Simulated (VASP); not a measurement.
# K3Ge (Fm-3m) in VASP: further runs

Runs on K3Ge. Level: PBE. Tasks: single point, relaxation of cell and atoms.

Everything below comes from runs of VASP 6.6.1. Logs are shortened: lines on timing, memory, paths and dates and some standing lists are left out, and cuts for length are marked.

### Step 1. The cell of the first run

The structure is cubic, space group Fm-3m (No. 225). The conventional cell has a = 8.627 Å, b = 8.627 Å, c = 8.627 Å, α = 90.00°, β = 90.00°, γ = 90.00°. Within 4.9 Å of K (site symmetry -43m) lie 10 K at 3.74 to 4.31 Å and 4 Ge at 3.74 Å. Within 4.9 Å of K (site symmetry m-3m) lie 8 K at 3.74 Å and 6 Ge at 4.31 Å. Within 4.9 Å of Ge (site symmetry m-3m) lie 14 K at 3.74 to 4.31 Å.

### Step 2. Single point, PBE

File INCAR:

```
ALGO     = Fast           # electronic algorithm
EDIFF    = 1E-6           # SCF threshold, eV
ENCUT    = 520            # plane-wave cutoff, eV
GGA      = PE             # functional
ISIF     = 2              # what is computed and relaxed
ISMEAR   = 0              # smearing method
LASPH    = True           # aspherical terms in the spheres
LCHARG   = True           # write CHGCAR
LELF     = True           # ELF
LREAL    = False          # projectors in reciprocal space
LVHAR    = True         
LWAVE    = False          # write WAVECAR
NBANDS   = 28             # bands
NELM     = 80             # most SCF steps
PREC     = Accurate       # precision mode
SIGMA    = 0.1            # smearing width, eV
```

File KPOINTS:

```
k-points
0
Gamma
  10 10 10
```

File POSCAR:

```
K3Ge
1.0
    0.0000000000      4.3135660830      4.3135660830
    4.3135660830      0.0000000000      4.3135660830
    4.3135660830      4.3135660830      0.0000000000
K Ge
3 1
Direct
    0.2500000000      0.2500000000      0.2500000000
    0.7500000000      0.7500000000      0.7500000000
    0.5000000000      0.5000000000      0.5000000000
    0.0000000000      0.0000000000      0.0000000000
```

Potentials or basis: VASP PAW PBE potentials, release 64 (K_sv, Ge_d).

The run is started by

```bash
> cat potpaw_PBE.64/K_sv/POTCAR potpaw_PBE.64/Ge_d/POTCAR > POTCAR
> mpirun -np 1 vasp_std > vasp.out
```

OUTCAR:

```text
EDIFF = 1E-6
   ENCUT = 520
   GGA = PE
   ISIF = 2
   ISMEAR = 0
   LASPH = True
   LREAL = False
   NELM = 80
   PREC = Accurate

 ion  position               nearest neighbor table
   1  0.250  0.250  0.250-   3 3.74   3 3.74   3 3.74   3 3.74
   2  0.750  0.750  0.750-   3 3.74   3 3.74   3 3.74   3 3.74
   3  0.500  0.500  0.500-   1 3.74   1 3.74   1 3.74   2 3.74   2 3.74   2 3.74   2 3.74   1 3.74

   4  0.000  0.000  0.000-

  LATTYP: Found a face centered cubic cell.
 ALAT       =     8.6271321660

  Lattice vectors:

 A1 = (   0.0000000000,   4.3135660830,   4.3135660830)
 A2 = (   4.3135660830,   0.0000000000,   4.3135660830)
 A3 = (   4.3135660830,   4.3135660830,   0.0000000000)

Analysis of symmetry for initial positions (statically):
=====================================================================
 Subroutine PRICEL returns:
 Original cell was already a primitive cell.

 Routine SETGRP: Setting up the symmetry group for a
 face centered cubic supercell.

 Subroutine GETGRP returns: Found 48 space group operations
 (whereof 48 operations were pure point group operations)
 out of a pool of 48 trial point group operations.

The static configuration has the point symmetry O_h .

Analysis of symmetry for dynamics (positions and initial velocities):
=====================================================================
 Subroutine PRICEL returns:
 Original cell was already a primitive cell.

 Routine SETGRP: Setting up the symmetry group for a
 face centered cubic supercell.

 Subroutine GETGRP returns: Found 48 space group operations
 (whereof 48 operations were pure point group operations)
 out of a pool of 48 trial point group operations.

The dynamic configuration has the point symmetry O_h .

 Subroutine INISYM returns: Found 48 space group operations
 (whereof 48 operations are pure point group operations),
 and found     1 'primitive' translations

----------------------------------------------------------------------------------------

                                     Primitive cell

  volume of cell :     160.5238

  direct lattice vectors                    reciprocal lattice vectors
     0.000000000  4.313566083  4.313566083    -0.115913374  0.115913374  0.115913374
[... 82 lines left out ...]
   ISTART =      0    job   : 0-new  1-cont  2-samecut
   ICHARG =      2    charge: 1-file 2-atom 10-const
   ISPIN  =      1    spin polarized calculation?
   LNONCOLLINEAR =      F non collinear calculations
   LSORBIT =      F    spin-orbit coupling
   LASPH  =      T    aspherical Exc in radial PAW
   ENCUT  =  520.0 eV  38.22 Ry    6.18 a.u.  11.34 11.34 11.34*2*pi/ulx,y,z
   NELM   =     80;   NELMIN=  2; NELMDL= -5     # of ELM steps
   EDIFF  = 0.1E-05   stopping-criterion for ELM
   LREAL  =      F    real-space projection
   EDIFFG = 0.1E-04   stopping-criterion for IOM
   NSW    =      0    number of steps for IOM
   IBRION =     -1    ionic relax: 0-MD 1-quasi-New 2-CG
   NFREE  =      0    steps in history (QN), initial steepest desc. (CG)
   ISIF   =      2    stress and relaxation
   ISYM   =      2    0-nonsym 1-usesym 2-fastsym
   POTIM  = 0.5000    time-step for ionic-motion
   TEBEG  =    0.0;   TEEND  =   0.0 temperature during run
   PSTRESS=    0.0 pullay stress
   NELECT =      41.0000    total number of electrons
   NUPDOWN=      -1.0000    fix difference up-down
   EMIN   =  10.00;   EMAX   =-10.00  energy-range for DOS
   EFERMI =   0.00;   METHOD = LEGACY
   ISMEAR =     0;   SIGMA  =   0.10  broadening in eV -4-tet -1-fermi 0-gaus
   EFERMI_NEDOS =   21; number of points for ismear=-14 and -15
   IALGO  =     68    algorithm
   IMIX   =      4    mixing-type and parameters
     AMIX     =   0.40;   BMIX     =  1.00
     AMIX_MAG =   1.60;   BMIX_MAG =  1.00
  volume/ion in A,a.u.               =      40.13       270.82
  Fermi-wavevector in a.u.,A,eV,Ry     =   1.038699  1.962856 14.679263  1.078895
  Thomas-Fermi vector in A             =   2.173195
   LORBIT       =      0    0 simple, 1 ext, 2 COOP (PROOUT), +10 PAW based schemes
   GGA     = PE    functional components
   LHFCALC =     F    Hartree Fock is set to
   AEXX    =    0.0000 exact exchange contribution
   IVDW    =     0    specifies the selected vdW correction
   LEPSILON=     F    determine dielectric tensor
   LRPA    =     F    only Hartree local field effects (RPA)
 non-spin polarized calculation
 RMM-DIIS sequential band-by-band and
 Gauss-broadening in eV      SIGMA  =   0.10
  energy-cutoff  :      520.00
  volume of cell :      160.52
 maximum number of plane-waves:      4345
 NGX is ok and might be reduce to    48
   NGX = 23   NGY = 23   NGZ = 23

 number of electron      41.0000012 magnetization

 Free energy of the ion-electron system (eV)
  ---------------------------------------------------
  ext. energy  EPLUGINS =         0.00000000
  ---------------------------------------------------
  free energy    TOTEN  =        -7.10369993 eV

  energy without entropy =       -7.04697061  energy(sigma->0) =       -7.07533527

 E-fermi :   0.8807     XC(G=0):  -7.3911

 val. band max:        0.8785231219   @ k =   0.4000   0.2000   0.1000
 cond. band min:       0.8815112600   @ k =  -0.3000   0.1000   0.0000
 fundamental gap:      0.0029881382
 Fermi energy:         0.8806757366

 k-point     1 :       0.0000    0.0000    0.0000
  band No.  band energies     occupation
      1     -31.0600      2.00000
      2     -30.2428      2.00000
      3     -30.2312      2.00000
      4     -22.7100      2.00000
      5     -22.7100      2.00000
      6     -22.7100      2.00000
[... 733 lines left out ...]
     27       4.8769      0.00000
     28       5.4684      0.00000

 [... further k-points ...]
[... 5 lines left out ...]
  --------------------------------------------------------------------------------------
  -------------------------------------------------------------------------------------
  Total        0.0237120      0.0237120      0.0237120     -0.0000000      0.0000000     -0.0000000
  in kB        0.2366682      0.2366682      0.2366682     -0.0000000      0.0000000     -0.0000000
  external PRESSURE =       0.2366682 kB  Pullay stress =       0.0000000 kB

 VOLUME and BASIS-vectors are now :
 -----------------------------------------------------------------------------
  energy-cutoff  :      520.00
  volume of cell :      160.52
      direct lattice vectors                 reciprocal lattice vectors
     0.000000000  4.313566083  4.313566083    -0.115913374  0.115913374  0.115913374
     4.313566083  0.000000000  4.313566083     0.115913374 -0.115913374  0.115913374
     4.313566083  4.313566083  0.000000000     0.115913374  0.115913374 -0.115913374

 POSITION                                       TOTAL-FORCE (eV/Angst)
 -----------------------------------------------------------------------------------
      2.15678      2.15678      2.15678        -0.000000     -0.000000     -0.000000
      6.47035      6.47035      6.47035         0.000000      0.000000      0.000000
      4.31357      4.31357      4.31357         0.000000     -0.000000      0.000000
      0.00000      0.00000      0.00000         0.000000     -0.000000      0.000000
 -----------------------------------------------------------------------------------
    total drift:                               -0.000000     -0.000000     -0.000000

  FREE ENERGIE OF THE ION-ELECTRON SYSTEM (eV)
  ---------------------------------------------------
  free  energy   TOTEN  =        -7.1036999297 eV

  energy  without entropy=       -7.0469706136  energy(sigma->0) =       -7.07533527
```

OSZICAR:

```text
N       E                     dE             d eps       ncg     rms          rms(c)
DAV:   1     0.375751068556E+03    0.37575E+03   -0.19066E+04  3108   0.187E+03
DAV:   2     0.369313162391E+02   -0.33882E+03   -0.33040E+03  2692   0.590E+02
DAV:   3    -0.222520356391E+01   -0.39157E+02   -0.38909E+02  3052   0.140E+02
[... 28 lines left out ...]
RMM:  32    -0.710369509361E+01   -0.23795E-05   -0.25842E-05  3581   0.275E-02    0.401E-03
RMM:  33    -0.710369686729E+01   -0.17737E-05   -0.20503E-05  3491   0.261E-02    0.485E-03
RMM:  34    -0.710369821973E+01   -0.13524E-05   -0.16390E-05  3526   0.257E-02    0.487E-03
RMM:  35    -0.710369924786E+01   -0.10281E-05   -0.12942E-05  3432   0.245E-02    0.523E-03
RMM:  36    -0.710369992971E+01   -0.68184E-06   -0.98838E-06  3277   0.232E-02
   1 F= -.71036999E+01 E0= -.70753353E+01  d E =-.567293E-01
```

stdout:

```text
POSCAR found type information on POSCAR K Ge
 POSCAR found :  2 types and       4 ions
 scaLAPACK will be used
 LDA part: xc-table for (Slater+PW92), standard interpolation
 POSCAR, INCAR and KPOINTS ok, starting setup
 FFT: planning ... GRIDC
 FFT: planning ... GRID_SOFT
 FFT: planning ... GRID
 WAVECAR not read
 entering main loop
WARNING in EDDRMM: call to ZHEGV failed, returncode =   8  4     10
WARNING in EDDRMM: call to ZHEGV failed, returncode =   6  3     11
WARNING in EDDRMM: call to ZHEGV failed, returncode =   6  3     20
WARNING in EDDRMM: call to ZHEGV failed, returncode =   6  3     23
WARNING in EDDRMM: call to ZHEGV failed, returncode =   8  4     21
WARNING in EDDRMM: call to ZHEGV failed, returncode =   8  4     21
WARNING in EDDRMM: call to ZHEGV failed, returncode =   6  3     25
WARNING in EDDRMM: call to ZHEGV failed, returncode =   8  4     26
```

Wall time 12 min (1 thread of Oxide Virtual Turin-like, shared host); peak memory 0.4 GiB.

What came out:

```yaml
Free_energy: -7.1037 eV
Pressure: 0.0 GPa
Band_gap_on_the_k_mesh: zero (an odd number of electrons rules out a gap without spin polarisation)
```

### Step 3. Relaxation of cell and atoms, PBE

File INCAR:

```
SYSTEM = K3Ge
ALGO     = Fast           ! electronic algorithm
EDIFF    = 1E-6           ! SCF threshold, eV
EDIFFG   = -0.01          ! ionic threshold
ENCUT    = 600            ! plane-wave cutoff, eV
GGA      = PE             ! functional
IBRION   = 2              ! ionic algorithm
ISIF     = 3              ! what is computed and relaxed
ISMEAR   = 0              ! smearing method
LASPH    = .TRUE.         ! aspherical terms in the spheres
LCHARG   = .FALSE.        ! write CHGCAR
LREAL    = .FALSE.        ! projectors in reciprocal space
LWAVE    = .FALSE.        ! write WAVECAR
NELM     = 60             ! most SCF steps
NSW      = 100            ! ionic steps
PREC     = Accurate       ! precision mode
SIGMA    = 0.1            ! smearing width, eV
```

File KPOINTS:

```
k-points
0
G
  10 10 10
  0 0 0
```

File POSCAR:

```
K3Ge
1.0
    0.0000000000      4.3110110000      4.3110110000
    4.3110110000      0.0000000000      4.3110110000
    4.3110110000      4.3110110000      0.0000000000
K Ge
3 1
Direct
    0.2500000000      0.2500000000      0.2500000000
    0.7500000000      0.7500000000      0.7500000000
    0.5000000000      0.5000000000      0.5000000000
    0.0000000000      0.0000000000      0.0000000000
```

Potentials or basis: VASP PAW PBE potentials, release 64 (K_sv, Ge_d).

The run is started by

```bash
> cat potpaw_PBE.64/K_sv/POTCAR potpaw_PBE.64/Ge_d/POTCAR > POTCAR
> mpirun -np 1 vasp_std > vasp.out
```

It took 42 min on 1 thread of Oxide Virtual Turin-like, shared host; peak memory 0.48 GiB.

The run converged. Its results:

| Item | Value |
| --- | --- |
| Free energy | -7.1045 eV |
| Relaxed volume | 40.20 Å³/atom |
| Relaxed cell | a = 6.104 Å, b = 6.104 Å, c = 6.104 Å, α = 60.00°, β = 60.00°, γ = 60.00° |
| Space group after relaxing (to 0.1 Å) | Fm-3m (No. 225) |
| Energy gained by relaxing | 0.1 meV/atom |
| Ionic steps | 21 |
| Pressure after relaxing | 0.0 GPa |
| Band gap on the k mesh | zero (an odd number of electrons rules out a gap without spin polarisation) |

Step by step:
```
step  energy change (eV)  largest force (eV/Å)  pressure (GPa)  volume (Å³)
   1              0.0000                0.0000           -0.05       160.24
   2             -0.0001                0.0000            0.11       159.97
   3             -0.0002                0.0000            0.08       160.16
   4             -0.0002                0.0000            0.06       160.21
   5             -0.0002                0.0000            0.06       160.23
   6             -0.0002                0.0000            0.09       160.23
   7             -0.0002                0.0000            0.08       160.24
   8             -0.0002                0.0000            0.07       160.24
   9             -0.0002                0.0000            0.07       160.24
  10             -0.0002                0.0000            0.07       160.24
  11             -0.0002                0.0000            0.07       160.24
  12             -0.0002                0.0000            0.07       160.24
  13             -0.0002                0.0000            0.07       160.24
  14             -0.0002                0.0000            0.07       160.24
  15             -0.0002                0.0000            0.07       160.24
  16             -0.0002                0.0000            0.07       160.24
  17             -0.0002                0.0000            0.07       160.24
  18             -0.0002                0.0000            0.07       160.24
  19             -0.0002                0.0000            0.07       160.24
  20             -0.0003                0.0000            0.07       160.38
  21             -0.0004                0.0000            0.03       160.80
```

Final structure:
```
K Ge
1.0
     0.00000    4.31601    4.31601
     4.31601    0.00000    4.31601
     4.31601    4.31601    0.00000
K Ge
3 1
Direct
  0.25000 0.25000 0.25000
  0.75000 0.75000 0.75000
  0.50000 0.50000 0.50000
  0.00000 0.00000 0.00000
```

Levels at points of the mesh, in eV from the Fermi level:
| k point | band 19 | band 20 | band 21 | band 22 | band 23 | band 24 |
| --- | --- | --- | --- | --- | --- | --- |
| (0.00, 0.00, 0.00) | -0.02 | 0.10 | 0.10 | 0.10 | 2.49 | 2.49 |
| (0.50, 0.00, 0.00) | -1.31 | -0.02 | -0.02 | 1.74 | 2.96 | 2.96 |
| (0.50, 0.50, 0.00) | -1.09 | -0.01 | -0.01 | 1.00 | 1.68 | 3.67 |
